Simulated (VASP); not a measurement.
Crystal: W.

```
W
1.0
     2.74070    0.00000    0.00000
    -0.91357    2.58396    0.00000
    -0.91357   -1.29198    2.23777
W
1
Direct
  0.00000 0.00000 0.00000
```

Base run:

| Item | Value |
| --- | --- |
| Program | VASP 6.6.1 |
| Functional | r2SCAN |
| Potentials or basis | VASP PAW PBE potentials, release 64 (W_sv) |
| Cutoff | 520 eV |
| k mesh | 8 × 8 × 8 |
| Occupations | fermi-dirac, width 0.1 eV |
| Spin | no spin polarisation |

Its results: band gap on the k mesh zero (band 7 reaches 16.64 eV, above the bottom of band 8 at 10.01 eV); pressure 2.8 GPa.

Question: The run is repeated on the same cell with these changes: k mesh from 8 × 8 × 8 to 5 × 5 × 5. What comes out?

Answer: Band gap on the k mesh zero (band 7 reaches 14.01 eV, above the bottom of band 8 at 10.00 eV); pressure 1.9 GPa.

Caveats: some runs use coarse meshes; the PAW data sets were made with another functional, which shifts forces and pressure a little; spin-orbit coupling is left out, which moves the levels of the heavy elements.
